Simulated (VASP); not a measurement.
The system is Pb.

```
Pb
1.0
    -1.95290    1.95290    1.95290
     1.95290   -1.95290    1.95290
     1.95290    1.95290   -1.95290
Pb
1
Direct
  0.00000 0.00000 0.00000
```

This cell differs from its parent crystal: volume scaled by 0.96.

Base run:

* Program: VASP 6.6.1
* Functional: PBE
* Potentials or basis: VASP PAW PBE potentials, release 64 (Pb_d)
* Cutoff: 520 eV
* k mesh: 9 × 9 × 9
* Occupations: fermi-dirac, width 0.05 eV
* Spin: no spin polarisation

Its results: band gap on the k mesh zero (band 7 reaches 15.28 eV, above the bottom of band 8 at 5.37 eV); pressure 2.6 GPa.

Question: The run is repeated on the same cell with these changes: functional from PBE to LDA; potentials or basis from VASP PAW PBE potentials, release 64 (Pb_d) to VASP PAW LDA potentials, release 64 (Pb_d). What comes out?

Answer: Band gap on the k mesh zero (band 7 reaches 14.92 eV, above the bottom of band 8 at 5.10 eV); pressure -1.7 GPa.

Caveats: spin-orbit coupling is left out, which moves the levels of the heavy elements.
